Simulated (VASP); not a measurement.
Here is a VASP 6.6.1 calculation.

The input INCAR:

```
SYSTEM = PbS
PREC     = Accurate       ! precision mode
ENCUT    = 520            ! plane-wave cutoff, eV
EDIFF    = 1E-6           ! SCF threshold, eV
ISMEAR   = -1             ! smearing method
SIGMA    = 0.01           ! smearing width, eV
LREAL    = .False.        ! projectors in reciprocal space
LASPH    = .True.         ! aspherical terms in the spheres
NELM     = 60             ! most SCF steps
ALGO     = Normal         ! electronic algorithm
ISIF     = 2              ! what is computed and relaxed
LWAVE    = .False.        ! write WAVECAR
LCHARG   = .True.         ! write CHGCAR
GGA      = PE             ! functional
LELF     = .True.         ! ELF
LVHAR    = .True.       
NBANDS   = 17             ! bands
```

The input KPOINTS:

```
Automatic mesh
0
Gamma
  8 8 8
  0 0 0
```

POSCAR

```
PbS
1.0
    0.0000000000      2.9650000000      2.8760500000
    2.9650000000      0.0000000000      2.8760500000
    2.9650000000      2.9650000000      0.0000000000
Pb S
1 1
Direct
    0.0000000000      0.0000000000      0.0000000000
    0.5000000000      0.5000000000      0.5000000000
```

Potentials or basis: VASP PAW PBE potentials, release 64 (Pb_d, S).

The run is started by

```console
$ cat potpaw_PBE.64/Pb_d/POTCAR potpaw_PBE.64/S/POTCAR > POTCAR
$ mpirun -np 1 vasp_std > vasp.out
```

Task: Estimate the pressure.

Result: 4.4 GPa.

Task: What does it give for the band gap on the k mesh?

Result: 0.22 eV, direct.

Stress tensor (GPa, compression positive):
```
2.77 0.00 0.00
0.00 2.77 0.00
0.00 0.00 7.62
```

Caveat: the cell differs from its parent crystal (zz strain of -3 %); spin-orbit coupling is left out, which moves the levels of the heavy elements. A k mesh can miss the band edges.
